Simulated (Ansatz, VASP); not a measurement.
**Sn in VASP and in Ansatz**

```xyz
3
Lattice="5.4025 0.0000 0.0000 -2.7012 4.6787 0.0000 0.0000 0.0000 3.2897" Properties=species:S:1:pos:R:3 pbc="T T T"
Sn    5.4025    0.0000    0.0000
Sn    0.0000    3.1191    1.6448
Sn    2.7012    1.5596    1.6448
```

Alike in both runs: task single point; functional LDA; k mesh 8 × 8 × 11; occupations fermi-dirac, width 0.1 eV; no spin polarisation.

```csv
,VASP,Ansatz
version,VASP 6.6.1,Ansatz 0.2.0
potentials or method,"VASP PAW LDA potentials, release 64 (Sn_d), cutoff 520 eV","plane waves (420 eV) with PAW, scalar-relativistic"
valence electrons in the cell,42,42
```

|  | VASP | Ansatz | Ansatz less VASP |
| --- | --- | --- | --- |
| pressure (GPa) | -3.4 | -3.4 | +0.01 |
| traceless stress, the component that is largest in VASP (GPa) | -1.60 | -1.57 | +0.025 |

Ansatz warns that its potentials were made for another functional, while VASP's fit it. LDA's correlation is that of Perdew and Zunger in VASP and of Perdew and Wang (1992) in Ansatz.
